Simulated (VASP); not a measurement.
# W (R-3m) in VASP: single point with r2SCAN

Aim: the single point of W with r2SCAN.

Program: VASP 6.6.1. These are calculated values, not measurements. Logs are shortened: lines on timing, memory, paths and dates and some standing lists are left out, and cuts for length are marked.

**1. The cell of the first run**

The structure is trigonal, space group R-3m (No. 166). The conventional cell has a = 3.589 Å, b = 3.589 Å, c = 9.393 Å, α = 90.00°, β = 90.00°, γ = 120.00°. Within 3.3 Å of W (site symmetry 3m) lie 6 W at 2.47 to 2.74 Å.

**2. Single point, r2SCAN**

POSCAR

```
W
1.0
    1.7943718000      3.1079416900      0.0000000000
   -1.7943718000      3.1079416900      0.0000000000
   -1.7943718000      1.0359782300      3.1310226800
W
2
Direct
    0.2380000000      0.5240000000      0.7140000000
    0.7620000000      0.4760000000      0.2860000000
```

INCAR.step1

```
SYSTEM = W
ALGO     = Normal         ! electronic algorithm
EDIFF    = 1E-4           ! SCF threshold, eV
ENCUT    = 520            ! plane-wave cutoff, eV
GGA      = PE             ! functional
ISMEAR   = 0              ! smearing method
LASPH    = .TRUE.         ! aspherical terms in the spheres
LCHARG   = .FALSE.        ! write CHGCAR
LREAL    = .FALSE.        ! projectors in reciprocal space
LWAVE    = .TRUE.         ! write WAVECAR
NBANDS   = 21             ! bands
NELM     = 60             ! most SCF steps
PREC     = Accurate       ! precision mode
SIGMA    = 0.2579         ! smearing width, eV
```

INCAR.step2

```
SYSTEM = W
ALGO     = Normal         ! electronic algorithm
EDIFF    = 1E-6           ! SCF threshold, eV
ENCUT    = 520            ! plane-wave cutoff, eV
ISIF     = 2              ! what is computed and relaxed
ISMEAR   = 0              ! smearing method
ISTART   = 1            
LASPH    = .TRUE.         ! aspherical terms in the spheres
LCHARG   = .TRUE.         ! write CHGCAR
LELF     = .TRUE.         ! ELF
LMIXTAU  = .TRUE.       
LREAL    = .FALSE.        ! projectors in reciprocal space
LVHAR    = .TRUE.       
LWAVE    = .FALSE.        ! write WAVECAR
METAGGA  = R2SCAN         ! meta-GGA
NBANDS   = 21             ! bands
NELM     = 60             ! most SCF steps
PREC     = Accurate       ! precision mode
SIGMA    = 0.2579         ! smearing width, eV
```

KPOINTS

```
k-points
0
G
  13 13 13
  0 0 0
```

Potentials or basis: VASP PAW PBE potentials, release 64 (W_sv).

Run with:

```console
> cat potpaw_PBE.64/W_sv/POTCAR > POTCAR
> cp INCAR.step1 INCAR
> mpirun -np 1 vasp_std > vasp.out
> cp INCAR.step2 INCAR
> mpirun -np 1 vasp_std > vasp.out
```

OUTCAR:

```text
SYSTEM = W
   EDIFF = 1E-6
   ENCUT = 520
   ISIF = 2
   ISMEAR = 0
   ISTART = 1
   LASPH = .TRUE.
   LREAL = .FALSE.
   METAGGA = R2SCAN
   NELM = 60
   PREC = Accurate

 ion  position               nearest neighbor table
   1  0.238  0.524  0.714-   2 2.47   2 2.47   2 2.47   2 2.74   2 2.74   2 2.74
   2  0.762  0.476  0.286-   1 2.47   1 2.47   1 2.47   1 2.74   1 2.74   1 2.74

  LATTYP: Found a trigonal (rhomboedric) cell.
 ALAT       =     3.7545071677
 COS(alpha) =     0.5431759173

  Lattice vectors:

 A1 = (   1.7943718000,   1.0359782300,   3.1310226800)
 A2 = (  -1.7943718000,   1.0359782300,   3.1310226800)
 A3 = (   0.0000000000,  -2.0719634600,   3.1310226800)

Analysis of symmetry for initial positions (statically):
=====================================================================
 Subroutine PRICEL returns:
 Original cell was already a primitive cell.

 Routine SETGRP: Setting up the symmetry group for a
 trigonal (rhombohedral) supercell.

 Subroutine GETGRP returns: Found 12 space group operations
 (whereof 12 operations were pure point group operations)
 out of a pool of 12 trial point group operations.

The static configuration has the point symmetry D_3d.

Analysis of symmetry for dynamics (positions and initial velocities):
=====================================================================
 Subroutine PRICEL returns:
 Original cell was already a primitive cell.

 Routine SETGRP: Setting up the symmetry group for a
 trigonal (rhombohedral) supercell.

 Subroutine GETGRP returns: Found 12 space group operations
 (whereof 12 operations were pure point group operations)
 out of a pool of 12 trial point group operations.

The dynamic configuration has the point symmetry D_3d.

 Subroutine INISYM returns: Found 12 space group operations
 (whereof 12 operations are pure point group operations),
 and found     1 'primitive' translations

----------------------------------------------------------------------------------------

                                     Primitive cell

  volume of cell :      34.9222

  direct lattice vectors                    reciprocal lattice vectors
     1.794371800  3.107941690  0.000000000     0.278649051  0.160878179  0.106461608
    -1.794371800  3.107941690  0.000000000    -0.278649051  0.160878179 -0.212922856
[... 75 lines left out ...]
 SYSTEM =  W
   PREC   = accura    normal or accurate (medium, high low for compatibility)
   ISTART =      1    job   : 0-new  1-cont  2-samecut
   ICHARG =      0    charge: 1-file 2-atom 10-const
   ISPIN  =      1    spin polarized calculation?
   LNONCOLLINEAR =      F non collinear calculations
   LSORBIT =      F    spin-orbit coupling
   LASPH  =      T    aspherical Exc in radial PAW
   ENCUT  =  520.0 eV  38.22 Ry    6.18 a.u.   6.67  6.67  6.98*2*pi/ulx,y,z
   NELM   =     60;   NELMIN=  2; NELMDL=  0     # of ELM steps
   EDIFF  = 0.1E-05   stopping-criterion for ELM
   LREAL  =      F    real-space projection
   EDIFFG = 0.1E-04   stopping-criterion for IOM
   NSW    =      0    number of steps for IOM
   IBRION =     -1    ionic relax: 0-MD 1-quasi-New 2-CG
   NFREE  =      0    steps in history (QN), initial steepest desc. (CG)
   ISIF   =      2    stress and relaxation
   ISYM   =      2    0-nonsym 1-usesym 2-fastsym
   POTIM  = 0.5000    time-step for ionic-motion
   TEBEG  =    0.0;   TEEND  =   0.0 temperature during run
   PSTRESS=    0.0 pullay stress
   NELECT =      28.0000    total number of electrons
   NUPDOWN=      -1.0000    fix difference up-down
   EMIN   =  10.00;   EMAX   =-10.00  energy-range for DOS
   EFERMI =   0.00;   METHOD = LEGACY
   ISMEAR =     0;   SIGMA  =   0.26  broadening in eV -4-tet -1-fermi 0-gaus
   EFERMI_NEDOS =   21; number of points for ismear=-14 and -15
   IALGO  =     38    algorithm
   IMIX   =      4    mixing-type and parameters
     AMIX     =   0.40;   BMIX     =  1.00
     AMIX_MAG =   1.60;   BMIX_MAG =  1.00
  volume/ion in A,a.u.               =      17.46       117.83
  Fermi-wavevector in a.u.,A,eV,Ry     =   1.520876  2.874038 31.471124  2.313062
  Thomas-Fermi vector in A             =   2.629667
   LORBIT       =      0    0 simple, 1 ext, 2 COOP (PROOUT), +10 PAW based schemes
   METAGGA = R2SCAN    functional components
   LHFCALC =     F    Hartree Fock is set to
   AEXX    =    0.0000 exact exchange contribution
   IVDW    =     0    specifies the selected vdW correction
   LEPSILON=     F    determine dielectric tensor
   LRPA    =     F    only Hartree local field effects (RPA)
 non-spin polarized calculation
 Gauss-broadening in eV      SIGMA  =   0.26
  energy-cutoff  :      520.00
  volume of cell :       34.92
 maximum number of plane-waves:       975
   NGX = 13   NGY = 13   NGZ = 13

 number of electron      28.0000001 magnetization

 Free energy of the ion-electron system (eV)
  ---------------------------------------------------
  ext. energy  EPLUGINS =         0.00000000
  ---------------------------------------------------
  free energy    TOTEN  =       -99.36575296 eV

  energy without entropy =      -99.30894375  energy(sigma->0) =      -99.33734835

 E-fermi :   9.7506     XC(G=0): -14.0761

 val. band max:        9.7494048510   @ k =   0.0000  -0.1538   0.3077
 cond. band min:       9.7542656126   @ k =   0.4615   0.3077   0.1538
 fundamental gap:      0.0048607616
 Fermi energy:         9.7505641277

 k-point     1 :       0.0000    0.0000    0.0000
  band No.  band energies     occupation
      1     -66.0474      2.00000
      2     -65.6087      2.00000
      3     -30.0799      2.00000
      4     -30.0799      2.00000
      5     -30.0794      2.00000
      6     -28.8653      2.00000
[... 565 lines left out ...]
     20      14.9341      0.00000
     21      21.9350      0.00000

 [... further k-points ...]
[... 5 lines left out ...]
  --------------------------------------------------------------------------------------
  -------------------------------------------------------------------------------------
  Total        2.2543739      2.2543718      5.1626232      0.0000000     -0.0000038      0.0000000
  in kB      103.4272603    103.4271648    236.8533333      0.0000000     -0.0001765      0.0000000
  external PRESSURE =     147.9025861 kB  Pullay stress =       0.0000000 kB

 VOLUME and BASIS-vectors are now :
 -----------------------------------------------------------------------------
  energy-cutoff  :      520.00
  volume of cell :       34.92
      direct lattice vectors                 reciprocal lattice vectors
     1.794371800  3.107941690  0.000000000     0.278649051  0.160878179  0.106461608
    -1.794371800  3.107941690  0.000000000    -0.278649051  0.160878179 -0.212922856
    -1.794371800  1.035978230  3.131022680     0.000000000  0.000000000  0.319384464

 POSITION                                       TOTAL-FORCE (eV/Angst)
 -----------------------------------------------------------------------------------
     -1.79437      3.10794      2.23555        -0.000000     -0.000002      2.900869
      0.00000      4.14392      0.89547         0.000000      0.000002     -2.900869
 -----------------------------------------------------------------------------------
    total drift:                               -0.000000      0.000000      0.000000

  FREE ENERGIE OF THE ION-ELECTRON SYSTEM (eV)
  ---------------------------------------------------
  free  energy   TOTEN  =       -99.3657529565 eV

  energy  without entropy=      -99.3089437470  energy(sigma->0) =      -99.33734835
```

OUTCAR.step1:

```text
SYSTEM = W
   EDIFF = 1E-4
   ENCUT = 520
   GGA = PE
   ISMEAR = 0
   LASPH = .TRUE.
[... 797 lines left out ...]
 -----------------------------------------------------------------------------------
     -1.79437      3.10794      2.23555        -0.000000     -0.000002      2.941123
      0.00000      4.14392      0.89547         0.000000      0.000002     -2.941123
 -----------------------------------------------------------------------------------
    total drift:                               -0.000000      0.000000      0.000000

  FREE ENERGIE OF THE ION-ELECTRON SYSTEM (eV)
  ---------------------------------------------------
  free  energy   TOTEN  =       -22.7405882012 eV

  energy  without entropy=      -22.6802970980  energy(sigma->0) =      -22.71044265
```

It took 3.6 min on 1 thread of Intel Xeon 6975P-C (Granite Rapids), shared host; peak memory 0.27 GiB.

Results:

| Quantity | Value |
| --- | --- |
| Free energy | -99.3658 eV |
| Pressure | 14.8 GPa |
| Largest force | 2.901 eV/Å |
| Band gap on the k mesh | zero (band 14 reaches 11.18 eV, above the bottom of band 15 at 9.11 eV) |

Forces in eV/Å, atoms in the order of the input:
```
W    0.000  0.000  2.901
W    0.000  0.000 -2.901
```

Levels at points of the mesh, in eV from the Fermi level:
| k point | band 10 | band 11 | band 12 | band 13 | band 14 | band 15 | band 16 | band 17 | band 18 | band 19 |
| --- | --- | --- | --- | --- | --- | --- | --- | --- | --- | --- |
| (0.00, 0.00, 0.00) | -4.63 | -4.63 | -4.36 | -3.95 | -3.95 | 4.35 | 5.44 | 5.44 | 8.18 | 8.18 |

Caveat: the PAW data sets were made with another functional, which shifts forces and pressure a little; spin-orbit coupling is left out, which moves the levels of the heavy elements.
